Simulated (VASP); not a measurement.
Write the native input for VASP 6.6.1 that does the following.

* Task: relaxation of cell and atoms
* Functional: LDA
* Potentials or basis: VASP PAW LDA potentials, release 64 (Hf_pv, O)
* Cutoff: 600 eV
* k mesh: 8 × 8 × 8
* Occupations: fermi-dirac, width 0.02 eV
* Spin: no spin polarisation
* Dipole correction: no
* Further INCAR settings: ALGO = Normal; EDIFF = 1e-07; IBRION = 2; EDIFFG = -0.005; NSW = 80; ISIF = 3

The structure of HfO2 lies in POSCAR:

```
HfO2
1.0
    0.0000000000      2.5488057756      2.5488057756
    2.5488057756      0.0000000000      2.5488057756
    2.5488057756      2.5488057756      0.0000000000
Hf O
1 2
Direct
    0.0000000000      0.0000000000      0.0000000000
    0.2500000000      0.2500000000      0.2500000000
    0.7500000000      0.7500000000      0.7500000000
```

One way to write it, as run:

INCAR

```
SYSTEM = HfO2
PREC     = Accurate       ! precision mode
ENCUT    = 600            ! plane-wave cutoff, eV
EDIFF    = 1E-7           ! SCF threshold, eV
ISMEAR   = -1             ! smearing method
SIGMA    = 0.02           ! smearing width, eV
LREAL    = .FALSE.        ! projectors in reciprocal space
LASPH    = .TRUE.         ! aspherical terms in the spheres
NELM     = 120            ! most SCF steps
ALGO     = Normal         ! electronic algorithm
ISIF     = 3              ! what is computed and relaxed
LWAVE    = .FALSE.        ! write WAVECAR
LCHARG   = .FALSE.        ! write CHGCAR
IBRION   = 2              ! ionic algorithm
NSW      = 80             ! ionic steps
EDIFFG   = -0.005         ! ionic threshold
GGA_COMPAT= .FALSE.      
NELMIN   = 4
```

KPOINTS

```
Automatic mesh
0
G
  8 8 8
  0 0 0
```

Potentials or basis: VASP PAW LDA potentials, release 64 (Hf_pv, O).

The run is started by

```bash
$ cat potpaw_LDA.64/Hf_pv/POTCAR potpaw_LDA.64/O/POTCAR > POTCAR
$ mpirun -np 1 vasp_std > vasp.out
```

Results of the run:

```
Relaxed volume                         : 10.29 Å³/atom
Relaxed cell                           : a = 3.521 Å, b = 3.521 Å, c = 3.521 Å, α = 60.00°, β = 60.00°, γ = 60.00°
Space group after relaxing (to 0.05 Å) : Fm-3m (No. 225)
Energy gained by relaxing              : 43.3 meV/atom
Ionic steps                            : 7
Pressure after relaxing                : 0.0 GPa
Band gap on the k mesh                 : 3.74 eV, direct
```

Caveat: spin-orbit coupling is left out, which moves the levels of the heavy elements.

Run time: 2.3 min on 1 thread of AMD EPYC 7R13, with other jobs on the host, peak memory 0.13 GiB.
